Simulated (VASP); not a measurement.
The system is ZrH4.

```
CELL_PARAMETERS angstrom
3.09873 0.00000 0.00000
0.00000 3.34663 0.00000
0.00000 0.00000 5.36717
ATOMIC_POSITIONS crystal
Zr 0.00000 0.00000 0.00000
H 0.00000 0.50000 0.66667
H 0.50000 0.50000 0.16667
H 0.50000 0.50000 0.83333
H 0.00000 0.50000 0.33333
```

This cell differs from its parent crystal: atoms taken out.

| Property | Result |
| --- | --- |
| Program | VASP 6.6.1 |
| Task | relaxation of cell and atoms |
| Functional | PBE |
| Potentials or basis | VASP PAW PBE potentials, release 64 (Zr_sv, H_h) |
| Cutoff | 910 eV |
| k mesh | 6 × 6 × 4 |
| Occupations | gaussian, width 0.1 eV |
| Spin | no spin polarisation |

At the start: pressure -16.1 GPa; volume 11.13 Å³/atom.

Where does the relaxation end?

Over 28 steps the energy falls by 262.9 meV/atom and the volume is 9.68 Å³/atom (-13.0 %); space group Pmmm (No. 47, to 0.1 Å) before and after.

Step by step:
```csv
step,energy change (eV),largest force (eV/Å),pressure (GPa),volume (Å³)
1,0.0000,0.9558,-16.07,55.66
2,-0.9796,0.8095,-7.99,47.08
3,-1.1747,0.5429,-0.22,43.17
4,-1.1806,0.4559,2.14,42.28
5,-1.1807,0.4811,1.46,42.53
6,-1.2277,0.3364,1.26,42.84
7,-1.2495,0.1346,1.27,43.22
8,-1.2611,0.1445,-0.07,43.87
9,-1.2671,0.2058,-1.77,44.79
10,-1.2745,0.1780,-1.57,44.83
11,-1.2896,0.0918,-0.94,44.94
12,-1.2860,0.1181,0.61,45.11
13,-1.2941,0.0519,-0.35,45.01
14,-1.2986,0.0313,0.27,44.88
15,-1.3007,0.0493,0.99,44.72
16,-1.3042,0.0143,0.50,45.10
17,-1.3058,0.0651,-0.09,45.58
18,-1.3067,0.0611,0.03,45.65
19,-1.3083,0.0494,0.43,45.86
20,-1.3073,0.0298,1.30,46.27
21,-1.3086,0.0404,0.72,46.00
22,-1.3091,0.0429,0.65,46.11
23,-1.3104,0.0504,0.42,46.45
24,-1.3120,0.0653,-0.01,47.13
25,-1.3124,0.0935,-0.77,48.49
26,-1.3127,0.0790,-0.41,47.84
27,-1.3139,0.0427,-0.21,48.08
28,-1.3145,0.0173,0.11,48.42
```

Final structure:
```yaml
crystal:
  lattice:
    - [3.03439, 0.00000, 0.00000]
    - [0.00000, 2.82834, 0.00000]
    - [0.00000, 0.00000, 5.64224]
  atoms:
    - { symbol: Zr, position: [0.00000, 0.00000, 0.00000] }
    - { symbol: H, position: [0.00000, 0.50000, 0.73369] }
    - { symbol: H, position: [0.50000, 0.50000, 0.17548] }
    - { symbol: H, position: [0.50000, 0.50000, 0.82452] }
    - { symbol: H, position: [0.00000, 0.50000, 0.26631] }
```

Caveat: the cell differs from its parent crystal (atoms taken out); a cell axis changed by over 15 % at a fixed basis, so the end point is rough.
